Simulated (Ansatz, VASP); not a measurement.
SiC: VASP beside Ansatz

```xyz
2
Lattice="0.0000 2.1491 2.1491 2.1491 0.0000 2.1491 2.1958 2.1958 -0.0467" Properties=species:S:1:pos:R:3 pbc="T T T"
Si    0.0000    0.0000    0.0000
C     3.2586    3.2586    3.1886
```

Alike in both runs: task single point; functional PBE; k mesh 12 × 12 × 12; occupations gaussian, width 0.05 eV; no spin polarisation.

|  | VASP | Ansatz |
| --- | --- | --- |
| version | VASP 6.6.1 | Ansatz 0.2.0 |
| potentials or method | VASP PAW PBE potentials, release 64 (Si, C), cutoff 520 eV | scalar-relativistic, plane waves, PAW |
| valence electrons in the cell | 8 | 8 |

|  | VASP | Ansatz | Ansatz less VASP |
| --- | --- | --- | --- |
| gap on the k mesh at the Fermi level (eV) | 1.26 | 1.27 | +0.003 |
| least direct gap on the mesh (eV) | 4.37 | 4.37 | +0.005 |
| pressure (GPa) | 5.7 | 5.7 | +0.06 |
| traceless stress, the component that is largest in VASP (GPa) | -5.88 | -5.86 | +0.022 |
| rms of the force components (eV/Å) | 0.160 | 0.161 | +0.0006 |

Atom by atom the forces differ by 0.001 eV/Å (rms over components).
